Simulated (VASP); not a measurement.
A run of VASP 6.6.1 is set up as follows.

INCAR

```
  ALGO = Normal
  DIPOL = 0.5 0.5 0.500
  EDIFF = 1E-6
  ENCUT = 520
  GGA = PE
  IDIPOL = 3
  ISIF = 2
  ISMEAR = -1
  LASPH = True
  LCHARG = True
  LDIPOL = True
  LELF = True
  LREAL = False
  LVACPOTAV = True
  LVHAR = True
  LWAVE = False
  NBANDS = 34
  NELM = 80
  PREC = Accurate
  SIGMA = 0.05
```

The input KPOINTS:

```
k-points
0
Gamma
  13 13 1
```

File POSCAR:

```
Ti2VC3
1.0
    3.0637012665      0.0000000000      0.0000000000
    0.0000000000      3.0637012665      0.0000000000
    0.0000000000      0.0000000000     20.3327000000
V C Ti
1 3 2
Direct
    0.2500000000      0.2500000000      0.3973128661
    0.7500000000      0.7500000000      0.3923184609
    0.2500000000      0.2500000000      0.5000000003
    0.7500000000      0.7500000000      0.6076815387
    0.7500000000      0.7500000000      0.5000000003
    0.2500000000      0.2500000000      0.6026871337
```

Potentials or basis: VASP PAW PBE potentials, release 64 (V_sv, C, Ti_sv).

Command:

```bash
$ cat potpaw_PBE.64/V_sv/POTCAR potpaw_PBE.64/C/POTCAR potpaw_PBE.64/Ti_sv/POTCAR > POTCAR
$ mpirun -np 1 vasp_std > vasp.out
```

Problem. What does it give for the band gap on the k mesh?

Solution. Zero (an odd number of electrons rules out a gap without spin polarisation).

Problem. Estimate the largest force.

Solution. 1.740 eV/Å.

Forces in eV/Å, atoms in the order of the input:
```
V    0.000  0.000  1.740
C    0.000  0.000 -0.332
C    0.000  0.000 -1.068
C    0.000  0.000  0.236
Ti   0.000  0.000 -0.192
Ti   0.000  0.000 -0.383
```
